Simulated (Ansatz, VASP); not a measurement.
**One calculation of Mn3Sn, two programs**

```xyz
8
Lattice="5.6700 0.0000 0.0000 -2.8350 4.9104 0.0000 0.0000 0.0000 4.5300" Properties=species:S:1:pos:R:3 pbc="T T T"
Sn    2.8350    1.6368    3.3975
Sn    0.0000    3.2736    1.1325
Mn    1.4147    4.0903    3.3975
Mn    4.2497    0.8200    1.1325
Mn    0.0000    1.6401    3.3975
Mn    1.4203    0.8200    1.1325
Mn   -1.4147    4.0903    3.3975
Mn    2.8350    3.2703    1.1325
```

Alike in both runs: task single point; functional PBE; k mesh 6 × 6 × 6; occupations fermi-dirac, width 0.05 eV; no spin polarisation.

```csv
,VASP,Ansatz
version,VASP 6.6.1,Ansatz 0.2.0
potentials or method,"VASP PAW PBE potentials, release 64 (Sn_d, Mn_pv)",Ansatz PAW
plane-wave cutoff (eV),520,420
valence electrons in the cell,106,118
```

```csv
,VASP,Ansatz,Ansatz less VASP
gap on the k mesh at the Fermi level (eV),none,none,-
pressure (GPa),-24.0,-24.1,-0.13
"traceless stress, the component that is largest in VASP (GPa)",1.38,1.38,+0.007
rms of the force components (eV/Å),0.281,0.281,+0.0007
```

Atom by atom the forces differ by 0.001 eV/Å (rms over components). A gap of «none» marks a metal or a gap that the smearing closes. VASP's potentials hold 106 valence electrons a cell and Ansatz's 118, so a difference there can come from the potentials and not from the codes.
